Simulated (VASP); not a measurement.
# MgS in VASP: further runs

MgS is run at these levels: PBE, r2SCAN; tasks: single point.

All numbers are computed with VASP 6.6.1; they aren't measurements. Logs are shortened: lines on timing, memory, paths and dates and some standing lists are left out, and cuts for length are marked.

## Step 1: The cell of the first run

The structure is orthorhombic, space group Imm2 (No. 44). Conventional cell: a = 3.983 Å, b = 4.024 Å, c = 5.662 Å, α = 90.00°, β = 90.00°, γ = 90.00°. Mg (site symmetry mm2) has 4 S at 2.45 Å within 3.2 Å. Within 3.2 Å of S (site symmetry mm2) lie 4 Mg at 2.45 Å.

## Step 2: Single point, PBE (shear xy strain -1.0%)

Contents of INCAR:

```
PREC = Accurate ; ENCUT = 520
EDIFF = 1E-7 ; ISMEAR = -1
SIGMA = 0.02 ; LREAL = F
LASPH = T ; NELM = 60
ALGO = Normal ; ISIF = 2
LWAVE = F ; LCHARG = T
GGA = PE ; LELF = T
LVHAR = T ; NBANDS = 11
```

Contents of KPOINTS:

```
regular mesh
0
Gamma
  8 8 8
```

Contents of POSCAR:

```
MgS
1.0
   -0.0145790050      2.8308747665      2.8308747665
    2.8308747665     -0.0145790050      2.8308747665
    2.8162957614      2.8162957614      0.0000000000
Mg S
1 1
Direct
    0.0009471395      0.0009471395     -0.0009471395
    0.7490528605      0.7490528605      0.7509471395
```

Potentials or basis: VASP PAW PBE potentials, release 64 (Mg, S).

Launch:

```sh
> cat potpaw_PBE.64/Mg/POTCAR potpaw_PBE.64/S/POTCAR > POTCAR
> mpirun -np 1 vasp_std > vasp.out
```

OUTCAR:

```text
PREC = Accurate
   ENCUT = 520
   EDIFF = 1E-7
   ISMEAR = -1
   LREAL = F
   LASPH = T
   NELM = 60
   ISIF = 2
   GGA = PE

 ion  position               nearest neighbor table
   1  0.001  0.001  0.999-   2 2.45   2 2.45   2 2.45   2 2.45
   2  0.749  0.749  0.751-   1 2.45   1 2.45   1 2.45   1 2.45

  LATTYP: Found a body centered orthorhombic cell.
 ALAT       =     3.9828436614
 B/A-ratio  =     1.0103533196
 C/A-ratio  =     1.4215344649

  Lattice vectors:

 A1 = (   0.0145790050,  -2.8308747665,  -2.8308747665)
 A2 = (  -0.0145790051,   2.8308747664,  -2.8308747665)
 A3 = (   2.8308747665,  -0.0145790050,   2.8308747665)

Analysis of symmetry for initial positions (statically):
=====================================================================
 Subroutine PRICEL returns:
 Original cell was already a primitive cell.

 Routine SETGRP: Setting up the symmetry group for a
 body centered orthorhombic supercell.

 Subroutine GETGRP returns: Found  4 space group operations
 (whereof  4 operations were pure point group operations)
 out of a pool of  8 trial point group operations.

The static configuration has the point symmetry C_2v.

Analysis of symmetry for dynamics (positions and initial velocities):
=====================================================================
 Subroutine PRICEL returns:
 Original cell was already a primitive cell.

 Routine SETGRP: Setting up the symmetry group for a
 body centered orthorhombic supercell.

 Subroutine GETGRP returns: Found  4 space group operations
 (whereof  4 operations were pure point group operations)
 out of a pool of  8 trial point group operations.

The dynamic configuration has the point symmetry C_2v.

 Subroutine INISYM returns: Found  4 space group operations
 (whereof  4 operations are pure point group operations),
 and found     1 'primitive' translations

----------------------------------------------------------------------------------------

                                     Primitive cell

  volume of cell :      45.3712

  direct lattice vectors                    reciprocal lattice vectors
    -0.014579005  2.830874767  2.830874767    -0.175718898  0.175718898  0.176623850
     2.830874767 -0.014579005  2.830874767     0.175718898 -0.175718898  0.176623850
     2.816295761  2.816295761  0.000000000     0.177538172  0.177538172 -0.176623850

  length of vectors
     4.003488034  4.003488034  3.982843661     0.304877428  0.304877428  0.306978157

  position of ions in fractional coordinates (direct lattice)
     0.000947139  0.000947139  0.999052861
     0.749052861  0.749052861  0.750947139

  ion indices of the primitive-cell ions
   primitive index   ion index
                 1           1
                 2           2

----------------------------------------------------------------------------------------

 KPOINTS: regular mesh

Automatic generation of k-mesh.
 Grid dimensions read from file:
 generate k-points for:    8    8    8

 Generating k-lattice:

  Cartesian coordinates                     Fractional coordinates (reciprocal lattice)
    -0.021964862  0.021964862  0.022077981     0.125000000 -0.000000000  0.000000000
     0.021964862 -0.021964862  0.022077981    -0.000000000  0.125000000  0.000000000
     0.022192271  0.022192271 -0.022077981    -0.000000000 -0.000000000  0.125000000

  Length of vectors
     0.038109679  0.038109679  0.038372270

  Shift w.r.t. Gamma in fractional coordinates (k-lattice)
     0.000000000  0.000000000  0.000000000

 Subroutine IBZKPT returns following result:
 ===========================================

 Found     95 irreducible k-points:

 Following reciprocal coordinates:
            Coordinates               Weight
  0.000000  0.000000  0.000000      1.000000
  0.125000  0.000000  0.000000      4.000000
  0.250000  0.000000  0.000000      4.000000
  0.375000  0.000000  0.000000      4.000000
  0.500000  0.000000  0.000000      2.000000
  0.125000  0.125000  0.000000      2.000000
[... 16 lines left out ...]
  0.125000 -0.000000  0.125000      4.000000
  0.250000  0.000000  0.125000      8.000000
 [... further k-points ...]
   k-points           NKPTS =     95   k-points in BZ     NKDIM =     95   number of bands    NBANDS=     11
   number of dos      NEDOS =    301   number of ions     NIONS =      2
   total plane-waves  NPLWV =  27000
   dimension x,y,z NGX =    30 NGY =   30 NGZ =   30
   dimension x,y,z NGXF=    60 NGYF=   60 NGZF=   60
   ions per type =               1   1
   NGX,Y,Z   is equivalent  to a cutoff of  12.46, 12.46, 12.52 a.u.
   NGXF,Y,Z  is equivalent  to a cutoff of  24.92, 24.92, 25.04 a.u.
 SYSTEM =  unknown system
   PREC   = accura    normal or accurate (medium, high low for compatibility)
   ISTART =      0    job   : 0-new  1-cont  2-samecut
   ICHARG =      2    charge: 1-file 2-atom 10-const
   ISPIN  =      1    spin polarized calculation?
   LNONCOLLINEAR =      F non collinear calculations
   LSORBIT =      F    spin-orbit coupling
   LASPH  =      T    aspherical Exc in radial PAW
   ENCUT  =  520.0 eV  38.22 Ry    6.18 a.u.   7.44  7.44  7.41*2*pi/ulx,y,z
   NELM   =     60;   NELMIN=  2; NELMDL= -5     # of ELM steps
   EDIFF  = 0.1E-06   stopping-criterion for ELM
   LREAL  =      F    real-space projection
   EDIFFG = 0.1E-05   stopping-criterion for IOM
   NSW    =      0    number of steps for IOM
   IBRION =     -1    ionic relax: 0-MD 1-quasi-New 2-CG
   NFREE  =      0    steps in history (QN), initial steepest desc. (CG)
   ISIF   =      2    stress and relaxation
   ISYM   =      2    0-nonsym 1-usesym 2-fastsym
   POTIM  = 0.5000    time-step for ionic-motion
   TEBEG  =    0.0;   TEEND  =   0.0 temperature during run
   PSTRESS=    0.0 pullay stress
   NELECT =       8.0000    total number of electrons
   NUPDOWN=      -1.0000    fix difference up-down
   EMIN   =  10.00;   EMAX   =-10.00  energy-range for DOS
   EFERMI =   0.00;   METHOD = LEGACY
   ISMEAR =    -1;   SIGMA  =   0.02  broadening in eV -4-tet -1-fermi 0-gaus
   EFERMI_NEDOS =   21; number of points for ismear=-14 and -15
   IALGO  =     38    algorithm
   IMIX   =      4    mixing-type and parameters
     AMIX     =   0.40;   BMIX     =  1.00
     AMIX_MAG =   1.60;   BMIX_MAG =  1.00
  volume/ion in A,a.u.               =      22.69       153.09
  Fermi-wavevector in a.u.,A,eV,Ry     =   0.918004  1.734776 11.466061  0.842732
  Thomas-Fermi vector in A             =   2.043037
   LORBIT       =      0    0 simple, 1 ext, 2 COOP (PROOUT), +10 PAW based schemes
   GGA     = PE    functional components
   LHFCALC =     F    Hartree Fock is set to
   AEXX    =    0.0000 exact exchange contribution
   IVDW    =     0    specifies the selected vdW correction
   LEPSILON=     F    determine dielectric tensor
   LRPA    =     F    only Hartree local field effects (RPA)
 non-spin polarized calculation
  energy-cutoff  :      520.00
  volume of cell :       45.37
 maximum number of plane-waves:      1243
 NGX is ok and might be reduce to    30
   NGX = 15   NGY = 15   NGZ = 15

 number of electron       8.0000001 magnetization

 Free energy of the ion-electron system (eV)
  ---------------------------------------------------
  ext. energy  EPLUGINS =         0.00000000
  ---------------------------------------------------
  free energy    TOTEN  =        -8.47020108 eV

  energy without entropy =       -8.47020108  energy(sigma->0) =       -8.47020108

 E-fermi :   1.4997     XC(G=0):  -8.3903

 val. band max:        1.0934831849   @ k =   0.0000   0.0000   0.0000
 cond. band min:       4.5206258856   @ k =   0.0000   0.0000   0.0000
 fundamental gap:      3.4271427007
 Fermi energy:         1.4997457033

 k-point     1 :       0.0000    0.0000    0.0000
  band No.  band energies     occupation
      1     -10.2038      2.00000
      2       1.0344      2.00000
      3       1.0632      2.00000
      4       1.0935      2.00000
      5       4.5206      0.00000
      6       8.9464      0.00000
      7       9.0149      0.00000
      8       9.0817      0.00000
      9      11.8947      0.00000
     10      11.8959      0.00000
     11      14.7856      0.00000

 k-point     2 :       0.1250    0.0000    0.0000
  band No.  band energies     occupation
      1     -10.1175      2.00000
      2       0.3664      2.00000
      3       1.0030      2.00000
      4       1.0404      2.00000
      5       5.1824      0.00000
      6       8.7860      0.00000
      7       9.1692      0.00000
      8       9.2545      0.00000
      9      11.4358      0.00000
     10      11.4588      0.00000
     11      14.1968      0.00000

 k-point     3 :       0.2500    0.0000    0.0000
  band No.  band energies     occupation
      1      -9.8940      2.00000
      2      -0.8005      2.00000
      3       0.8879      2.00000
      4       0.9202      2.00000
      5       6.0471      0.00000
      6       8.8258      0.00000
      7       9.2171      0.00000
      8       9.2801      0.00000
      9      11.4652      0.00000
     10      11.5359      0.00000
     11      13.3402      0.00000

 k-point     4 :       0.3750    0.0000    0.0000
  band No.  band energies     occupation
      1      -9.6443      2.00000
      2      -1.7225      2.00000
      3       0.7825      2.00000
      4       0.8097      2.00000
      5       6.2306      0.00000
      6       8.8706      0.00000
      7       8.9262      0.00000
      8       9.4075      0.00000
      9      12.7316      0.00000
     10      12.8324      0.00000
     11      13.3297      0.00000

 k-point     5 :       0.5000    0.0000    0.0000
  band No.  band energies     occupation
      1      -9.5312      2.00000
      2      -2.0720      2.00000
      3       0.7412      2.00000
      4       0.7665      2.00000
      5       6.2014      0.00000
      6       8.7029      0.00000
      7       8.7584      0.00000
      8       9.6637      0.00000
      9      13.9497      0.00000
     10      14.1559      0.00000
     11      14.2621      0.00000
[... 211 lines left out ...]
 k-point    21 :       0.5000    0.5000    0.0000
  band No.  band energies     occupation
      1      -9.3035      2.00000
      2      -1.7461      2.00000
      3      -0.0103      2.00000
      4       0.0773      2.00000
      5       4.9465      0.00000
      6       6.7151      0.00000
      7      12.2227      0.00000
      8      13.3399      0.00000
      9      13.3814      0.00000
     10      14.9435      0.00000
     11      14.9471      0.00000

 k-point    22 :       0.0000    0.0000    0.1250
  band No.  band energies     occupation
      1     -10.1156      2.00000
      2       0.4017      2.00000
      3       0.9813      2.00000
      4       1.0180      2.00000
      5       5.1776      0.00000
      6       8.8613      0.00000
      7       9.1283      0.00000
      8       9.2162      0.00000
      9      11.4191      0.00000
     10      11.4402      0.00000
     11      14.1752      0.00000

 k-point    23 :       0.1250   -0.0000    0.1250
  band No.  band energies     occupation
      1     -10.0875      2.00000
      2       0.3845      2.00000
      3       0.8831      2.00000
      4       0.8846      2.00000
      5       5.4022      0.00000
      6       8.4661      0.00000
      7       9.4387      0.00000
      8       9.4396      0.00000
      9      10.4798      0.00000
     10      12.1583      0.00000
     11      15.4232      0.00000

 k-point    24 :       0.2500    0.0000    0.1250
  band No.  band energies     occupation
      1      -9.9100      2.00000
      2      -0.4935      2.00000
      3       0.7198      2.00000
      4       0.7674      2.00000
      5       6.2118      0.00000
      6       8.2076      0.00000
      7       9.2079      0.00000
      8       9.7415      0.00000
      9      10.5714      0.00000
     10      12.3351      0.00000
     11      14.5555      0.00000

 [... further k-points ...]

------------------------ aborting loop because EDIFF is reached ----------------------------------------

  FORCE on cell =-STRESS in cart. coord.  units (eV):
  Direction    XX          YY          ZZ          XY          YZ          ZX
  --------------------------------------------------------------------------------------
  -------------------------------------------------------------------------------------
  Total        0.2641799      0.2641799      0.2631826      0.0894202      0.0000000      0.0000000
  in kB        9.3288903      9.3288903      9.2936712      3.1576616      0.0000000      0.0000000
  external PRESSURE =       9.3171506 kB  Pullay stress =       0.0000000 kB

 VOLUME and BASIS-vectors are now :
 -----------------------------------------------------------------------------
  energy-cutoff  :      520.00
  volume of cell :       45.37
      direct lattice vectors                 reciprocal lattice vectors
    -0.014579005  2.830874767  2.830874767    -0.175718898  0.175718898  0.176623850
     2.830874767 -0.014579005  2.830874767     0.175718898 -0.175718898  0.176623850
     2.816295761  2.816295761  0.000000000     0.177538172  0.177538172 -0.176623850

 POSITION                                       TOTAL-FORCE (eV/Angst)
 -----------------------------------------------------------------------------------
      2.81630      2.81630      0.00536         0.000000      0.000000      0.002772
      4.22444      4.22444      4.24095        -0.000000     -0.000000     -0.002772
 -----------------------------------------------------------------------------------
    total drift:                                0.000000      0.000000      0.000091

  FREE ENERGIE OF THE ION-ELECTRON SYSTEM (eV)
  ---------------------------------------------------
  free  energy   TOTEN  =        -8.4702010785 eV

  energy  without entropy=       -8.4702010785  energy(sigma->0) =       -8.47020108
```

It took 26 s on 1 thread of Intel Xeon 6975P-C (Granite Rapids), shared host; peak memory 0.19 GiB.

Results:

| Item | Value |
| --- | --- |
| Free energy | -8.4702 eV |
| Pressure | 0.9 GPa |
| Band gap on the k mesh | 3.43 eV |

Forces on the atoms (eV/Å):
```
Mg   0.000  0.000  0.003
S    0.000  0.000 -0.003
```

Stress tensor (GPa, compression positive):
```
0.93 0.32 0.00
0.32 0.93 0.00
0.00 0.00 0.93
```

Levels at points of the mesh, in eV from the valence-band top:
| k point | band 2 | band 3 | band 4 | band 5 | band 6 | band 7 |
| --- | --- | --- | --- | --- | --- | --- |
| (0.00, 0.00, 0.00) | -0.06 | -0.03 | 0.00 | 3.43 | 7.85 | 7.92 |
| (0.50, 0.00, 0.00) | -3.17 | -0.35 | -0.33 | 5.11 | 7.61 | 7.66 |
| (0.50, 0.50, 0.00) | -2.84 | -1.10 | -1.02 | 3.85 | 5.62 | 11.13 |
| (0.00, 0.00, 0.50) | -3.15 | -0.38 | -0.36 | 5.06 | 7.55 | 7.61 |
| (0.50, 0.00, 0.50) | -2.84 | -1.06 | -1.06 | 3.85 | 5.62 | 11.12 |

Caveat: the cell differs from its parent crystal (shear xy strain -1.0%). A k mesh can miss the band edges.

## Step 3: Single point, r2SCAN (uniaxial y strain +2.5%)

Contents of POSCAR:

```
MgS
1.0
    0.0000000000      2.9019297231      2.8308747665
    2.8308747665      0.0000000000      2.8308747665
    2.8308747665      2.9019297231      0.0000000000
Mg S
1 1
Direct
    0.0000000000      0.0000000000      0.0000000000
    0.7500000000      0.7500000000      0.7500000000
```

Contents of INCAR.step1:

```
PREC = Accurate
ENCUT = 520
ISMEAR = 0
SIGMA = 0.01
LREAL = False
LASPH = True
NELM = 80
NBANDS = 11
GGA = PE
ALGO = Normal
EDIFF = 1E-4
LWAVE = True
LCHARG = False
```

Contents of INCAR.step2:

```
PREC = Accurate
ENCUT = 520
EDIFF = 1E-6
ISMEAR = 0
SIGMA = 0.01
LREAL = False
LASPH = True
NELM = 80
ALGO = Normal
ISIF = 2
LWAVE = False
LCHARG = False
METAGGA = R2SCAN
LMIXTAU = True
NBANDS = 11
ISTART = 1
```

KPOINTS is that of step 2.

Potentials or basis: VASP PAW PBE potentials, release 64 (Mg, S).

Launch:

```sh
> cat potpaw_PBE.64/Mg/POTCAR potpaw_PBE.64/S/POTCAR > POTCAR
> cp INCAR.step1 INCAR
> mpirun -np 1 vasp_std > vasp.out
> cp INCAR.step2 INCAR
> mpirun -np 1 vasp_std > vasp.out
```

Wall time 73 s (1 thread of Intel Xeon 6975P-C (Granite Rapids), shared host); peak memory 0.18 GiB.

It converged, with:

```
Free energy            : -15.4422 eV
Pressure               : -1.7 GPa
Band gap on the k mesh : 3.97 eV
```

Stress tensor (GPa, compression positive):
```
-1.48  0.00  0.00
 0.00 -2.15  0.00
 0.00  0.00 -1.48
```

Levels at points of the mesh, in eV from the valence-band top:
| k point | band 2 | band 3 | band 4 | band 5 | band 6 | band 7 |
| --- | --- | --- | --- | --- | --- | --- |
| (0.00, 0.00, 0.00) | -0.07 | 0.00 | 0.00 | 3.97 | 8.50 | 8.51 |
| (0.50, 0.00, 0.00) | -3.09 | -0.41 | -0.28 | 5.66 | 8.05 | 8.27 |
| (0.50, 0.50, 0.00) | -2.73 | -1.09 | -1.08 | 4.29 | 6.14 | 11.95 |
| (0.50, 0.00, 0.50) | -2.85 | -0.97 | -0.97 | 4.35 | 6.32 | 11.65 |

Caveat: the cell differs from its parent crystal (uniaxial y strain +2.5%); the PAW data sets were made with another functional, which shifts forces and pressure a little.
